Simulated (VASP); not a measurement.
# BP (F-43m) in VASP: further runs

The runs below take BP through vibrations by perturbation theory, density of states, elastic constants, with PBE.

Everything below comes from runs of VASP 6.6.1. Logs are shortened: lines on timing, memory, paths and dates and some standing lists are left out, and cuts for length are marked.

**1. The cell of the first run**

The structure is cubic, space group F-43m (No. 216). Conventional cell: a = 4.548 Å, b = 4.548 Å, c = 4.548 Å, α = 90.00°, β = 90.00°, γ = 90.00°. B (site symmetry -43m) has 4 P at 1.97 Å within 2.6 Å. P (site symmetry -43m) has 4 B at 1.97 Å within 2.6 Å.

**2. Vibrations by perturbation theory, PBE**

File INCAR:

```
SYSTEM = BP
ALGO = Normal
EDIFF = 1E-8
ENCUT = 520
GGA = PE
IBRION = 8
ISIF = 2
ISMEAR = 0
LASPH = .True.
LCHARG = .False.
LEPSILON = .True.
LREAL = .False.
LWAVE = .False.
NBANDS = 11
NELM = 60
NSW = 1
PREC = Accurate
SIGMA = 0.01
```

File KPOINTS:

```
k-points
0
Gamma
  12 12 12
  0 0 0
```

File POSCAR:

```
BP
1.0
    0.0000000000      2.2741853686      2.2741853686
    2.2741853686      0.0000000000      2.2741853686
    2.2741853686      2.2741853686      0.0000000000
B P
1 1
Direct
    0.0000000000      0.0000000000      0.0000000000
    0.2500000000      0.2500000000      0.2500000000
```

Potentials or basis: VASP PAW PBE potentials, release 64 (B, P).

On the command line:

```sh
$ cat potpaw_PBE.64/B/POTCAR potpaw_PBE.64/P/POTCAR > POTCAR
$ mpirun -np 1 vasp_std > vasp.out
```

OUTCAR:

```text
SYSTEM = BP
   EDIFF = 1E-8
   ENCUT = 520
   GGA = PE
   IBRION = 8
   ISIF = 2
   ISMEAR = 0
   LASPH = .True.
   LEPSILON = .True.
   LREAL = .False.
   NELM = 60
   NSW = 1
   PREC = Accurate

 ion  position               nearest neighbor table
   1  0.000  0.000  0.000-   2 1.97   2 1.97   2 1.97   2 1.97
   2  0.250  0.250  0.250-   1 1.97   1 1.97   1 1.97   1 1.97

  LATTYP: Found a face centered cubic cell.
 ALAT       =     4.5483707372

  Lattice vectors:

 A1 = (   0.0000000000,   2.2741853686,   2.2741853686)
 A2 = (   2.2741853686,   0.0000000000,   2.2741853686)
 A3 = (   2.2741853686,   2.2741853686,   0.0000000000)

Analysis of symmetry for initial positions (statically):
=====================================================================
 Subroutine PRICEL returns:
 Original cell was already a primitive cell.

 Routine SETGRP: Setting up the symmetry group for a
 face centered cubic supercell.

 Subroutine GETGRP returns: Found 24 space group operations
 (whereof 24 operations were pure point group operations)
 out of a pool of 48 trial point group operations.

The static configuration has the point symmetry T_d .

Analysis of symmetry for dynamics (positions and initial velocities):
=====================================================================
 Subroutine PRICEL returns:
 Original cell was already a primitive cell.

 Routine SETGRP: Setting up the symmetry group for a
 face centered cubic supercell.

 Subroutine GETGRP returns: Found 24 space group operations
 (whereof 24 operations were pure point group operations)
 out of a pool of 48 trial point group operations.

The dynamic configuration has the point symmetry T_d .

 Subroutine INISYM returns: Found 24 space group operations
 (whereof 24 operations are pure point group operations),
 and found     1 'primitive' translations

----------------------------------------------------------------------------------------

                                     Primitive cell

  volume of cell :      23.5238

  direct lattice vectors                    reciprocal lattice vectors
     0.000000000  2.274185369  2.274185369    -0.219858947  0.219858947  0.219858947
     2.274185369  0.000000000  2.274185369     0.219858947 -0.219858947  0.219858947
     2.274185369  2.274185369  0.000000000     0.219858947  0.219858947 -0.219858947

  length of vectors
     3.216183792  3.216183792  3.216183792     0.380806866  0.380806866  0.380806866

  position of ions in fractional coordinates (direct lattice)
     0.000000000  0.000000000  0.000000000
     0.250000000  0.250000000  0.250000000

  ion indices of the primitive-cell ions
   primitive index   ion index
                 1           1
                 2           2

----------------------------------------------------------------------------------------

 KPOINTS: k-points

Automatic generation of k-mesh.
 Grid dimensions read from file:
 generate k-points for:   12   12   12

 Generating k-lattice:

  Cartesian coordinates                     Fractional coordinates (reciprocal lattice)
    -0.018321579  0.018321579  0.018321579     0.083333333  0.000000000  0.000000000
     0.018321579 -0.018321579  0.018321579     0.000000000  0.083333333  0.000000000
     0.018321579  0.018321579 -0.018321579     0.000000000  0.000000000  0.083333333

  Length of vectors
     0.031733906  0.031733906  0.031733906

  Shift w.r.t. Gamma in fractional coordinates (k-lattice)
     0.000000000  0.000000000  0.000000000

 Subroutine IBZKPT returns following result:
 ===========================================

 Found     72 irreducible k-points:

 Following reciprocal coordinates:
            Coordinates               Weight
[... 440 lines left out ...]
  energy-cutoff  :      520.00
  volume of cell :       23.52
      direct lattice vectors                 reciprocal lattice vectors
     0.000000000  2.274185369  2.274185369    -0.219858947  0.219858947  0.219858947
     2.274185369  0.000000000  2.274185369     0.219858947 -0.219858947  0.219858947
     2.274185369  2.274185369  0.000000000     0.219858947  0.219858947 -0.219858947

 POSITION                                       TOTAL-FORCE (eV/Angst)
 -----------------------------------------------------------------------------------
      0.00000      0.00000      0.00000        -0.000000     -0.000000     -0.000000
      1.13709      1.13709      1.13709         0.000000      0.000000      0.000000
 -----------------------------------------------------------------------------------
    total drift:                                0.000000      0.000000      0.000000

  FREE ENERGIE OF THE ION-ELECTRON SYSTEM (eV)
  ---------------------------------------------------
  free  energy   TOTEN  =       -12.9311607161 eV

  energy  without entropy=      -12.9311607161  energy(sigma->0) =      -12.93116072

 HEAD OF MICROSCOPIC STATIC DIELECTRIC TENSOR (INDEPENDENT PARTICLE, excluding Hartree and local field effects)
 ------------------------------------------------------
           9.558788     0.000000    -0.000000
           0.000000     9.558788     0.000000
           0.000000     0.000000     9.558788
 ------------------------------------------------------

 Free energy of the ion-electron system (eV)
  ---------------------------------------------------
  ---------------------------------------------------
  free energy    TOTEN  =        -0.57174283 eV

  energy without entropy =       -0.57174283

------------------------ aborting loop because EDIFF is reached ----------------------------------------

--------------------------------------- Ionic step        2  -------------------------------------------

------------------------ aborting loop because EDIFF is reached ----------------------------------------

--------------------------------------- Ionic step        3  -------------------------------------------

------------------------ aborting loop because EDIFF is reached ----------------------------------------

 PIEZOELECTRIC TENSOR FIELD DIRECTION 3  (e Angst)
 -----------------------------------------------------------------------------
    -0.00070  0.15229  0.00000           ( -0.00000  0.07622  0.00000)
     0.15229 -0.00070  0.00000           (  0.07622 -0.00000  0.00000)
     0.00000  0.00000  0.00021           (  0.00000  0.00000 -0.00000)

 PIEZOELECTRIC TENSOR FIELD DIRECTION 3  (C/m^2)
 -----------------------------------------------------------------------------
    -0.00048  0.10372  0.00000
     0.10372 -0.00048  0.00000
     0.00000  0.00000  0.00014

--------------------------------------- Ionic step        4  -------------------------------------------

------------------------ aborting loop because EDIFF is reached ----------------------------------------

[... ionic steps 5 to 6 ...]

--------------------------------------- Ionic step        7  -------------------------------------------

 Free energy of the ion-electron system (eV)
  ---------------------------------------------------
  ---------------------------------------------------
  free energy    TOTEN  =        -0.04101924 eV

  energy without entropy =       -0.04101924

------------------------ aborting loop because EDIFF is reached ----------------------------------------

 INTERNAL STRAIN TENSOR  FOR ION    2  DIRECTION 1   (eV/Angst):
 -----------------------------------------------------------------------------
     0.00451  0.00000  0.00000
     0.00000  0.00010 -6.50308
     0.00000 -6.50308  0.00010

 MACROSCOPIC STATIC DIELECTRIC TENSOR (including local field effects in DFT)
 ------------------------------------------------------
           9.212736    -0.000000     0.000000
          -0.000000     9.212736    -0.000000
          -0.000000     0.000000     9.212736
 ------------------------------------------------------

 PIEZOELECTRIC TENSOR (including local field effects)  for field in x, y, z        (e  Angst)
          XX          YY          ZZ          XY          YZ          ZX
  --------------------------------------------------------------------------------
  x     0.00000     0.00000    -0.00000     0.00000     0.14916     0.00000
  y     0.00000     0.00000    -0.00000     0.00000     0.00000     0.14916
  z    -0.00000    -0.00000     0.00000     0.14916     0.00000     0.00000

 PIEZOELECTRIC TENSOR (including local field effects)  for field in x, y, z        (C/m^2)
          XX          YY          ZZ          XY          YZ          ZX
  --------------------------------------------------------------------------------
  x     0.00000     0.00000    -0.00000     0.00000     0.10159     0.00000
  y     0.00000     0.00000    -0.00000     0.00000     0.00000     0.10159
  z    -0.00000    -0.00000     0.00000     0.10159     0.00000     0.00000

 BORN EFFECTIVE CHARGES (including local field effects) (in |e|, cummulative output)
 ---------------------------------------------------------------------------------
 ion    1
    1    -0.47522    -0.00000     0.00000
    2     0.00000    -0.47522    -0.00000
    3    -0.00000     0.00000    -0.47522
 ion    2
    1     0.47522     0.00000     0.00000
    2     0.00000     0.47522     0.00000
    3     0.00000     0.00000     0.47522

 INTERNAL STRAIN TENSOR FOR ION    2 for displacements in x,y,z  (eV/Angst):
          X           Y           Z          XY          YZ          ZX
  --------------------------------------------------------------------------------
  x    -0.00000     0.00000    -0.00000     0.00000    -6.50308     0.00000
  y     0.00000    -0.00000    -0.00000     0.00000     0.00000    -6.50308
  z     0.00000    -0.00000    -0.00000    -6.50308     0.00000     0.00000

 SECOND DERIVATIVES (NOT SYMMETRIZED)
 ------------------------------------
               1X          1Y          1Z          2X          2Y          2Z
  1X   -18.782447    0.000000    0.000000   18.782447    0.000000    0.000000
  1Y     0.000000  -18.782447    0.000000    0.000000   18.782447    0.000000
  1Z     0.000000    0.000000  -18.782447    0.000000    0.000000   18.782447
  2X    18.785382    0.000000    0.000000  -18.785382    0.000000    0.000000
  2Y     0.000000   18.785382    0.000000    0.000000  -18.785382    0.000000
  2Z     0.000000    0.000000   18.785382    0.000000    0.000000  -18.785382

 Eigenvectors and eigenvalues of the dynamical matrix
 ----------------------------------------------------

   1 f  =   23.933941 THz   150.381384 2PiTHz  798.350326 cm-1    98.982781 meV
             X         Y         Z           dx          dy          dz
      0.000000  0.000000  0.000000    -0.860953    0.000000    0.000000
      1.137093  1.137093  1.137093     0.508684    0.000000    0.000000
[... 21 lines left out ...]
   6 f/i=    0.000819 THz     0.005146 2PiTHz    0.027320 cm-1     0.003387 meV
             X         Y         Z           dx          dy          dz
      0.000000  0.000000  0.000000     0.000000   -0.508684    0.000000
      1.137093  1.137093  1.137093     0.000000   -0.860953    0.000000

--------------------------------------------------------------------------------------------------------

 MACROSCOPIC STATIC DIELECTRIC TENSOR IONIC CONTRIBUTION
 ------------------------------------------------------
           0.092484     0.000000     0.000000
           0.000000     0.092484    -0.000000
           0.000000    -0.000000     0.092484
 ------------------------------------------------------

 ELASTIC MODULI CONTR FROM IONIC RELAXATION (kBar)
 Direction    XX          YY          ZZ          XY          YZ          ZX
 --------------------------------------------------------------------------------
 XX          -0.0000     -0.0000      0.0000     -0.0000     -0.0000     -0.0000
 YY          -0.0000     -0.0000      0.0000      0.0000     -0.0000     -0.0000
 ZZ           0.0000      0.0000     -0.0000     -0.0000      0.0000      0.0000
 XY          -0.0000      0.0000     -0.0000   -163.0312     -0.0000      0.0000
 YZ          -0.0000     -0.0000      0.0000     -0.0000   -163.0312     -0.0000
 ZX          -0.0000     -0.0000      0.0000      0.0000     -0.0000   -163.0312
 --------------------------------------------------------------------------------

 PIEZOELECTRIC TENSOR IONIC CONTR  for field in x, y, z        (C/m^2)
          XX          YY          ZZ          XY          YZ          ZX
  --------------------------------------------------------------------------------
  x    -0.00000    -0.00000     0.00000    -0.00000    -0.11554    -0.00000
  y    -0.00000    -0.00000     0.00000     0.00000    -0.00000    -0.11554
  z    -0.00000     0.00000    -0.00000    -0.11554    -0.00000     0.00000
```

Wall time 2 min (1 thread of Intel Xeon 6975P-C (Granite Rapids), shared host); peak memory 0.28 GiB.

What came out:

| Quantity | Value |
| --- | --- |
| Electronic dielectric tensor (diagonal) | 9.21 |
| Born charges (mean of the diagonal) | B -0.48; P +0.48 e |
| Highest phonon frequency at Γ, LO-TO splitting left out | 798 cm⁻¹ |

Phonon frequencies in cm⁻¹ (negative: imaginary):
```csv
q point,frequencies
"(0.000, 0.000, 0.000)",0 0 0 798 798 798
```

Electronic dielectric tensor:
```
9.21 0.00 0.00
0.00 9.21 0.00
0.00 0.00 9.21
```

Born effective charge tensors (e):
atom 1, B
```
-0.48  0.00  0.00
 0.00 -0.48  0.00
 0.00  0.00 -0.48
```
atom 2, P
```
0.48 0.00 0.00
0.00 0.48 0.00
0.00 0.00 0.48
```

(Continued in part 2 of 2.)
